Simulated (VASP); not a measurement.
Write the native input for VASP 6.6.1 that does the following.

* Task: single point
* Functional: PBEsol
* Potentials or basis: VASP PAW PBE potentials, release 64 (Ti_sv, O)
* Cutoff: 520 eV
* k mesh: 5 × 5 × 5
* Occupations: fermi-dirac, width 0.05 eV
* Spin: no spin polarisation
* Dipole correction: no
* Further INCAR settings: ALGO = Normal; EDIFF = 1e-06; NBANDS = 60

The structure of TiO2 lies in POSCAR:

```
TiO2
1.0
    4.7806255023      0.0000000000     -0.0079085659
    0.0000000000      4.8611758902      0.0000000000
   -0.8652961973      0.0000000000      4.9269646503
Ti O
4 8
Direct
    0.2786212126      0.0549802084      0.2135940305
    0.7213787874      0.5549802084      0.2864059695
    0.7213787874      0.9450197916      0.7864059695
    0.2786212126      0.4450197916      0.7135940305
    0.0652238650      0.1721698414      0.8466777980
    0.9347761350      0.6721698414      0.6533222020
    0.9347761350      0.8278301586      0.1533222020
    0.0652238650      0.3278301586      0.3466777980
    0.4437589475      0.7585972155      0.4694538639
    0.5562410525      0.2585972155      0.0305461361
    0.5562410525      0.2414027845      0.5305461361
    0.4437589475      0.7414027845      0.9694538639
```

One way to write it, as run:

INCAR

```
  ALGO = Normal
  EDIFF = 1E-6
  ENCUT = 520
  GGA = PS
  ISIF = 2
  ISMEAR = -1
  LASPH = T
  LCHARG = F
  LREAL = F
  LWAVE = F
  NBANDS = 60
  NELM = 80
  PREC = Accurate
  SIGMA = 0.05
```

KPOINTS

```
k-points
0
Gamma
  5 5 5
```

Potentials or basis: VASP PAW PBE potentials, release 64 (Ti_sv, O).

The run is started by

```console
$ cat potpaw_PBE.64/Ti_sv/POTCAR potpaw_PBE.64/O/POTCAR > POTCAR
$ mpirun -np 1 vasp_std > vasp.out
```

Results of the run:

- Pressure: 0.8 GPa
- Largest force: 0.049 eV/Å
- Band gap on the k mesh: 2.27 eV, indirect (least direct gap 2.33 eV)

Caveat: the PAW data sets were made with another functional, which shifts forces and pressure a little.

Run time: 4.3 min on 1 thread of Intel Xeon 6975P-C (shared host), peak memory 0.33 GiB.
